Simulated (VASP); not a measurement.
Here is a VASP 6.6.1 calculation.

INCAR

```
SYSTEM = Ca2PF6
PREC     = Accurate       ! precision mode
ENCUT    = 1350           ! plane-wave cutoff, eV
EDIFF    = 1E-6           ! SCF threshold, eV
ISMEAR   = -1             ! smearing method
SIGMA    = 0.0329         ! smearing width, eV
LREAL    = .FALSE.        ! projectors in reciprocal space
LASPH    = .TRUE.         ! aspherical terms in the spheres
NELM     = 120            ! most SCF steps
ALGO     = Normal         ! electronic algorithm
ISIF     = 2              ! what is computed and relaxed
LWAVE    = .FALSE.        ! write WAVECAR
LCHARG   = .TRUE.         ! write CHGCAR
GGA      = PE             ! functional
LELF     = .TRUE.         ! ELF
LVHAR    = .TRUE.       
NBANDS   = 44             ! bands
GGA_COMPAT= .FALSE.
```

KPOINTS

```
regular mesh
0
G
  4 4 4
  0 0 0
```

Contents of POSCAR:

```
Ca2PF6
1.0
    2.9091390000      5.0387720000      0.0000000000
   -2.9091390000      5.0387720000      0.0000000000
    0.0000000000      0.0000000000      4.5710470000
P F Ca
1 6 2
Direct
    0.0000000000      0.0000000000      0.0000000000
    0.1360000000      0.7280000000      0.2000000000
    0.1360000000      0.1360000000      0.2000000000
    0.7280000000      0.1360000000      0.2000000000
    0.8640000000      0.2720000000      0.8000000000
    0.2720000000      0.8640000000      0.8000000000
    0.8640000000      0.8640000000      0.8000000000
    0.3333300000      0.3333400000      0.6900000000
    0.6666700000      0.6666600000      0.3100000000
```

Potentials or basis: VASP PAW PBE potentials, release 64 (P, F_h, Ca_sv).

Command:

```console
$ cat potpaw_PBE.64/P/POTCAR potpaw_PBE.64/F_h/POTCAR potpaw_PBE.64/Ca_sv/POTCAR > POTCAR
$ mpirun -np 1 vasp_std > vasp.out
```

Task: Estimate the largest force.

Result: 1.021 eV/Å.

Task: Estimate the pressure.

Result: 11.5 GPa.

Task: What does it give for the band gap on the k mesh?

Result: Zero (an odd number of electrons rules out a gap without spin polarisation).

Forces in eV/Å, atoms in the order of the input:
```
P    0.000  0.000  0.000
F    0.510 -0.295  0.834
F    0.000  0.589  0.834
F   -0.510 -0.295  0.834
F   -0.510  0.295 -0.834
F    0.510  0.295 -0.834
F    0.000 -0.589 -0.834
Ca   0.000  0.000  0.265
Ca   0.000  0.000 -0.265
```

Caveat: the cell stands under pressure; an odd number of electrons without spin polarisation forces a metal; a magnetic or distorted state may lie lower.
